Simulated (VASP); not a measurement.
A run of VASP 6.6.1 is set up as follows.

INCAR

```
PREC = Accurate
ENCUT = 520
EDIFF = 1E-6
ISMEAR = 1
SIGMA = 0.05
LREAL = F
LASPH = T
NELM = 80
ALGO = Normal
ISIF = 2
LWAVE = F
LCHARG = F
GGA = PS
NBANDS = 20
```

File KPOINTS:

```
regular mesh
0
Gamma
  13 13 13
```

File POSCAR:

```
AlAu2
1.0
   -1.6715144700      1.6715144700      4.3990752400
    1.6715144700     -1.6715144700      4.3990752400
    1.6715144700      1.6715144700     -4.3990752400
Al Au
1 2
Direct
    0.0000000000      0.0000000000      0.0000000000
    0.6562728000      0.6562728000      0.0000000000
    0.3437272000      0.3437272000      0.0000000000
```

Potentials or basis: VASP PAW PBE potentials, release 64 (Al, Au).

Launch:

```sh
$ cat potpaw_PBE.64/Al/POTCAR potpaw_PBE.64/Au/POTCAR > POTCAR
$ mpirun -np 1 vasp_std > vasp.out
```

Estimate the pressure.

-2.5 GPa.

Predict the largest force.

0.057 eV/Å.

Forces on the atoms (eV/Å):
```
Al   0.000  0.000  0.000
Au   0.000  0.000  0.057
Au   0.000  0.000 -0.057
```

Caveat: the PAW data sets were made with another functional, which shifts forces and pressure a little.
